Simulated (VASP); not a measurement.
Input of a VASP 6.6.1 run:

Contents of INCAR:

```
SYSTEM = CoPdO2
ALGO = Normal
EDIFF = 1E-6
EDIFFG = -0.002
ENCUT = 520
GGA = PE
IBRION = 2
ISIF = 2
ISMEAR = 1
LASPH = .True.
LCHARG = .False.
LREAL = .False.
LWAVE = .False.
NELM = 80
NSW = 80
PREC = Accurate
SIGMA = 0.2
```

Contents of KPOINTS:

```
k-points
0
Gamma
  8 8 8
  0 0 0
```

File POSCAR:

```
CoPdO2
1.0
    1.4153000000      0.8171238360      5.9153333333
   -1.4153000000      0.8171238360      5.9153333333
    0.0000000000     -1.6342476720      5.9153333333
Co Pd O
1 1 2
Direct
    0.5000000000      0.5000000000      0.5000000000
    0.0000000000      0.0000000000      0.0000000000
    0.8875240000      0.8875240000      0.8875240000
    0.1124760000      0.1124760000      0.1124760000
```

Potentials or basis: VASP PAW PBE potentials, release 64 (Co, Pd, O).

The run is started by

```sh
$ cat potpaw_PBE.64/Co/POTCAR potpaw_PBE.64/Pd/POTCAR potpaw_PBE.64/O/POTCAR > POTCAR
$ mpirun -np 1 vasp_std > vasp.out
```

(1) What does it give for the energy gained by relaxing?

(2) Predict the band gap on the k mesh.

Answers

(1) 0.0 meV/atom.

(2) zero (an odd number of electrons rules out a gap without spin polarisation).

Caveat: an odd number of electrons without spin polarisation forces a metal; a magnetic or distorted state may lie lower; the run has no spin polarisation, though such a crystal can be magnetic; semilocal functionals often make such compounds metallic where correlation or magnetic order opens a gap, which also shifts bond lengths.
